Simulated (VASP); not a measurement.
# HgSe (zincblende type) (F-43m) in VASP: a series of runs, part 2 of 2

VASP 6.6.1.

## (3) Electric field gradients, LDA

This run uses another cell than the first one, of 31.91 Å³/atom, 1.040 times its volume.

INCAR

```
SYSTEM = HgSe
  PREC = Accurate
  ENCUT = 400
  EDIFF = 1E-8
  ISMEAR = -1
  SIGMA = 0.03
  LREAL = .FALSE.
  LASPH = .TRUE.
  NELM = 120
  ALGO = Normal
  ISIF = 2
  LWAVE = .FALSE.
  LCHARG = .FALSE.
  GGA = CA
  LEFG = .TRUE.
  ISYM = 0
  NBANDS = 16
  GGA_COMPAT = .FALSE.
```

KPOINTS

```
Automatic mesh
0
G
  11 11 11
  0 0 0
```

POSCAR

```
HgSe
1.0
    0.0000000000      3.1719771237      3.1719771237
    3.1719771237      0.0000000000      3.1719771237
    3.1719771237      3.1719771237      0.0000000000
Hg Se
1 1
Direct
    0.0000000000      0.0000000000      0.0000000000
    0.2500000000      0.2500000000      0.2500000000
```

Potentials or basis: VASP PAW LDA potentials, release 64 (Hg, Se).

Launch:

```
cat potpaw_LDA.64/Hg/POTCAR potpaw_LDA.64/Se/POTCAR > POTCAR
mpirun -np 1 vasp_std > vasp.out
```

OUTCAR:

```text
SYSTEM = HgSe
   PREC = Accurate
   ENCUT = 400
   EDIFF = 1E-8
   ISMEAR = -1
   LREAL = .FALSE.
   LASPH = .TRUE.
   NELM = 120
   ISIF = 2
   GGA = CA
   ISYM = 0

 ion  position               nearest neighbor table
   1  0.000  0.000  0.000-   2 2.75   2 2.75   2 2.75   2 2.75
   2  0.250  0.250  0.250-   1 2.75   1 2.75   1 2.75   1 2.75

IMPORTANT INFORMATION: All symmetrisations will be switched off!
NOSYMM: (Re-)initialisation of all symmetry stuff for point group C_1.

----------------------------------------------------------------------------------------

                                     Primitive cell

  volume of cell :      63.8293

  direct lattice vectors                    reciprocal lattice vectors
     0.000000000  3.171977124  3.171977124    -0.157630393  0.157630393  0.157630393
     3.171977124  0.000000000  3.171977124     0.157630393 -0.157630393  0.157630393
     3.171977124  3.171977124  0.000000000     0.157630393  0.157630393 -0.157630393

  length of vectors
     4.485853068  4.485853068  4.485853068     0.273023849  0.273023849  0.273023849

  position of ions in fractional coordinates (direct lattice)
     0.000000000  0.000000000  0.000000000
     0.250000000  0.250000000  0.250000000

  ion indices of the primitive-cell ions
   primitive index   ion index
                 1           1
                 2           2

----------------------------------------------------------------------------------------

 KPOINTS: Automatic mesh

Automatic generation of k-mesh.
 Grid dimensions read from file:
 generate k-points for:   11   11   11

 Generating k-lattice:

  Cartesian coordinates                     Fractional coordinates (reciprocal lattice)
    -0.014330036  0.014330036  0.014330036     0.090909091  0.000000000  0.000000000
     0.014330036 -0.014330036  0.014330036     0.000000000  0.090909091  0.000000000
     0.014330036  0.014330036 -0.014330036     0.000000000  0.000000000  0.090909091

  Length of vectors
     0.024820350  0.024820350  0.024820350

  Shift w.r.t. Gamma in fractional coordinates (k-lattice)
     0.000000000  0.000000000  0.000000000

 Subroutine IBZKPT returns following result:
 ===========================================

 Found    666 irreducible k-points:

 Following reciprocal coordinates:
            Coordinates               Weight
  0.000000  0.000000  0.000000      1.000000
  0.090909  0.000000  0.000000      2.000000
  0.000000  0.090909  0.000000      2.000000
  0.000000  0.000000  0.090909      2.000000
  0.090909  0.090909  0.090909      2.000000
  0.181818  0.000000  0.000000      2.000000
[... 16 lines left out ...]
  0.000000  0.090909  0.090909      2.000000
  0.090909  0.000000  0.090909      2.000000
 [... further k-points ...]
   k-points           NKPTS =    666   k-points in BZ     NKDIM =    666   number of bands    NBANDS=     16
   number of dos      NEDOS =    301   number of ions     NIONS =      2
   total plane-waves  NPLWV =  27000
   dimension x,y,z NGX =    30 NGY =   30 NGZ =   30
   dimension x,y,z NGXF=    60 NGYF=   60 NGZF=   60
   ions per type =               1   1
   NGX,Y,Z   is equivalent  to a cutoff of  11.12, 11.12, 11.12 a.u.
   NGXF,Y,Z  is equivalent  to a cutoff of  22.24, 22.24, 22.24 a.u.
 SYSTEM =  HgSe
   PREC   = accura    normal or accurate (medium, high low for compatibility)
   ISTART =      0    job   : 0-new  1-cont  2-samecut
   ICHARG =      2    charge: 1-file 2-atom 10-const
   ISPIN  =      1    spin polarized calculation?
   LNONCOLLINEAR =      F non collinear calculations
   LSORBIT =      F    spin-orbit coupling
   LASPH  =      T    aspherical Exc in radial PAW
   ENCUT  =  400.0 eV  29.40 Ry    5.42 a.u.   7.32  7.32  7.32*2*pi/ulx,y,z
   NELM   =    120;   NELMIN=  2; NELMDL= -5     # of ELM steps
   EDIFF  = 0.1E-07   stopping-criterion for ELM
   LREAL  =      F    real-space projection
   EDIFFG = 0.1E-06   stopping-criterion for IOM
   NSW    =      0    number of steps for IOM
   IBRION =     -1    ionic relax: 0-MD 1-quasi-New 2-CG
   NFREE  =      0    steps in history (QN), initial steepest desc. (CG)
   ISIF   =      2    stress and relaxation
   ISYM   =      0    0-nonsym 1-usesym 2-fastsym
   POTIM  = 0.5000    time-step for ionic-motion
   TEBEG  =    0.0;   TEEND  =   0.0 temperature during run
   PSTRESS=    0.0 pullay stress
   NELECT =      18.0000    total number of electrons
   NUPDOWN=      -1.0000    fix difference up-down
   EMIN   =  10.00;   EMAX   =-10.00  energy-range for DOS
   EFERMI =   0.00;   METHOD = LEGACY
   ISMEAR =    -1;   SIGMA  =   0.03  broadening in eV -4-tet -1-fermi 0-gaus
   EFERMI_NEDOS =   21; number of points for ismear=-14 and -15
   IALGO  =     38    algorithm
   IMIX   =      4    mixing-type and parameters
     AMIX     =   0.40;   BMIX     =  1.00
     AMIX_MAG =   1.60;   BMIX_MAG =  1.00
  volume/ion in A,a.u.               =      31.91       215.37
  Fermi-wavevector in a.u.,A,eV,Ry     =   1.073558  2.028731 15.681087  1.152527
  Thomas-Fermi vector in A             =   2.209361
   LORBIT       =      0    0 simple, 1 ext, 2 COOP (PROOUT), +10 PAW based schemes
   GGA     = CA    functional components
   LHFCALC =     F    Hartree Fock is set to
   AEXX    =    0.0000 exact exchange contribution
   IVDW    =     0    specifies the selected vdW correction
   LEPSILON=     F    determine dielectric tensor
   LRPA    =     F    only Hartree local field effects (RPA)
 non-spin polarized calculation
  energy-cutoff  :      400.00
  volume of cell :       63.83
 maximum number of plane-waves:      1211
 NGX is ok and might be reduce to    30
   NGX = 15   NGY = 15   NGZ = 15

 number of electron      18.0000000 magnetization

 Free energy of the ion-electron system (eV)
  ---------------------------------------------------
  ext. energy  EPLUGINS =         0.00000000
  ---------------------------------------------------
  free energy    TOTEN  =        -5.35212290 eV

  energy without entropy =       -5.35195148  energy(sigma->0) =       -5.35203719

 E-fermi :   0.5079     XC(G=0):  -8.8820

 val. band max:        0.4621396421   @ k =   0.0000   0.0000   0.0000
 cond. band min:       0.7564362627   @ k =   0.0909   0.0909   0.0909
 fundamental gap:      0.2942966206
 Fermi energy:         0.5079489211

 k-point     1 :       0.0000    0.0000    0.0000
  band No.  band energies     occupation
      1     -12.2310      2.00000
      2      -6.0563      2.00000
      3      -6.0563      2.00000
      4      -6.0563      2.00000
      5      -5.5067      2.00000
      6      -5.5067      2.00000
[... 433 lines left out ...]
      3      -6.0318      2.00000
      4      -6.0318      2.00000
      5      -5.5160      2.00000
      6      -5.5003      2.00000
[... 8 lines left out ...]
     15      10.1673      0.00000
     16      11.5454      0.00000

 [... further k-points ...]
[... 5 lines left out ...]
  --------------------------------------------------------------------------------------
  -------------------------------------------------------------------------------------
  Total       -2.1308401     -2.1308402     -2.1308402      0.0000008      0.0000002      0.0000002
  in kB      -53.4861466    -53.4861497    -53.4861477      0.0000190      0.0000053      0.0000054
  external PRESSURE =     -53.4861480 kB  Pullay stress =       0.0000000 kB

 VOLUME and BASIS-vectors are now :
 -----------------------------------------------------------------------------
  energy-cutoff  :      400.00
  volume of cell :       63.83
      direct lattice vectors                 reciprocal lattice vectors
     0.000000000  3.171977124  3.171977124    -0.157630393  0.157630393  0.157630393
     3.171977124  0.000000000  3.171977124     0.157630393 -0.157630393  0.157630393
     3.171977124  3.171977124  0.000000000     0.157630393  0.157630393 -0.157630393

 POSITION                                       TOTAL-FORCE (eV/Angst)
 -----------------------------------------------------------------------------------
      0.00000      0.00000      0.00000        -0.000000     -0.000000     -0.000000
      1.58599      1.58599      1.58599         0.000000      0.000000      0.000000
 -----------------------------------------------------------------------------------
    total drift:                                0.000000      0.000000      0.000000

  FREE ENERGIE OF THE ION-ELECTRON SYSTEM (eV)
  ---------------------------------------------------
  free  energy   TOTEN  =        -5.3521228959 eV

  energy  without entropy=       -5.3519514811  energy(sigma->0) =       -5.35203719

 Electric field gradients (V/A^2)
---------------------------------------------------------------------
 ion       V_xx      V_yy      V_zz      V_xy      V_xz      V_yz
---------------------------------------------------------------------
   1       0.000     0.000    -0.000     0.000     0.000     0.000
   2      -0.000     0.000    -0.000     0.001     0.001     0.001
---------------------------------------------------------------------

 Electric field gradients after diagonalization (V/A^2)
 (convention: |V_zz| > |V_xx| > |V_yy|)
----------------------------------------------------------------------
 ion       V_xx      V_yy      V_zz     asymmetry (V_yy - V_xx)/ V_zz
----------------------------------------------------------------------
   1      -0.000    -0.000     0.001       0.045
   2      -0.001    -0.001     0.001       0.064
----------------------------------------------------------------------

           NMR quadrupolar parameters

 Cq : quadrupolar parameter    Cq=e*Q*V_zz/h
 eta: asymmetry parameters     (V_yy - V_xx)/ V_zz
 Q  : nuclear electric quadrupole moment in mb (millibarn)
----------------------------------------------------------------------
 ion       Cq(MHz)       eta       Q (mb)
----------------------------------------------------------------------
   1       0.000       0.045       1.000
   2       0.000       0.064       1.000
----------------------------------------------------------------------
```

OSZICAR:

```text
N       E                     dE             d eps       ncg     rms          rms(c)
DAV:   1     0.926330457783E+02    0.92633E+02   -0.71786E+03 21696   0.795E+02
DAV:   2    -0.220729695369E+01   -0.94840E+02   -0.89085E+02 25984   0.215E+02
DAV:   3    -0.563808507995E+01   -0.34308E+01   -0.34232E+01 25320   0.419E+01
DAV:   4    -0.565270954318E+01   -0.14624E-01   -0.14624E-01 27608   0.277E+00
DAV:   5    -0.565279747997E+01   -0.87937E-04   -0.87937E-04 25664   0.188E-01    0.589E+00
DAV:   6    -0.536983552302E+01    0.28296E+00   -0.47406E-01 32448   0.939E+00    0.486E+00
DAV:   7    -0.535632736017E+01    0.13508E-01   -0.84556E-02 25536   0.207E+00    0.231E+00
DAV:   8    -0.535238249811E+01    0.39449E-02   -0.96243E-03 26000   0.112E+00    0.142E-01
DAV:   9    -0.535213272604E+01    0.24977E-03   -0.10237E-03 28496   0.420E-01    0.386E-02
DAV:  10    -0.535212237789E+01    0.10348E-04   -0.97016E-05 23128   0.103E-01    0.308E-02
DAV:  11    -0.535212342542E+01   -0.10475E-05   -0.19321E-05 26736   0.447E-02    0.147E-02
DAV:  12    -0.535212290100E+01    0.52442E-06   -0.20073E-06 24328   0.124E-02    0.502E-03
DAV:  13    -0.535212290292E+01   -0.19147E-08   -0.15103E-07 26664   0.220E-03    0.318E-03
DAV:  14    -0.535212289586E+01    0.70625E-08   -0.51354E-08 25968   0.266E-03
   1 F= -.53521229E+01 E0= -.53520372E+01  d E =-.171415E-03
```

stdout:

```text
POSCAR found type information on POSCAR HgSe
 POSCAR found :  2 types and       2 ions
 scaLAPACK will be used
 LDA part: xc-table for (Slater(with rela. corr.)+CA(PZ))
 , standard interpolation
 POSCAR, INCAR and KPOINTS ok, starting setup
 FFT: planning ... GRIDC
 FFT: planning ... GRID_SOFT
 FFT: planning ... GRID
 WAVECAR not read
 entering main loop
ion   1
     0.0000680    -0.0000004    -0.0000002     0.0000005    -0.0000003    -0.0000001
     0.0000937    -0.0000004    -0.0000002     0.0000005    -0.0000003    -0.0000001
     0.0001290    -0.0000004    -0.0000002     0.0000005    -0.0000003    -0.0000001
     0.0001777    -0.0000004    -0.0000002     0.0000005    -0.0000003    -0.0000001

     0.0000680    -0.0000007    -0.0000124     0.0000158     0.0000106     0.0000005
     0.0000937    -0.0000007    -0.0000124     0.0000158     0.0000105     0.0000005
     0.0001290    -0.0000007    -0.0000124     0.0000158     0.0000105     0.0000004
     0.0001777    -0.0000007    -0.0000124     0.0000159     0.0000105     0.0000004

ion   2
     0.0000499     0.0000012     0.0000012     0.0000003     0.0000009     0.0000001
     0.0000687     0.0000012     0.0000012     0.0000003     0.0000009     0.0000001
     0.0000946     0.0000012     0.0000012     0.0000003     0.0000009     0.0000001
     0.0001302     0.0000012     0.0000012     0.0000003     0.0000009     0.0000001

     0.0000499     0.0000633     0.0000553     0.0000101     0.0000149     0.0000132
     0.0000687     0.0000633     0.0000553     0.0000101     0.0000149     0.0000132
     0.0000946     0.0000633     0.0000553     0.0000101     0.0000149     0.0000132
     0.0001302     0.0000633     0.0000553     0.0000101     0.0000149     0.0000132
```

It took 6.5 min on 1 thread of Intel Xeon Platinum 8488C (Sapphire Rapids), shared host; peak memory 0.55 GiB.

What came out:

- Free energy: -5.3521 eV
- Pressure: -5.3 GPa
- Band gap on the k mesh: zero (filled and empty bands touch)

Levels at points of the mesh, in eV from the Fermi level:
| k point | band 5 | band 6 | band 7 | band 8 | band 9 | band 10 | band 11 | band 12 | band 13 | band 14 |
| --- | --- | --- | --- | --- | --- | --- | --- | --- | --- | --- |
| (0.00, 0.00, 0.00) | -6.01 | -6.01 | -1.30 | -0.05 | -0.05 | -0.05 | 5.46 | 5.46 | 5.46 | 7.91 |

Caveat: without QUAD_EFG the Cq values of the log hold for a quadrupole moment of 1 mb, not for the nuclei; spin-orbit coupling is left out, which moves the levels of the heavy elements.
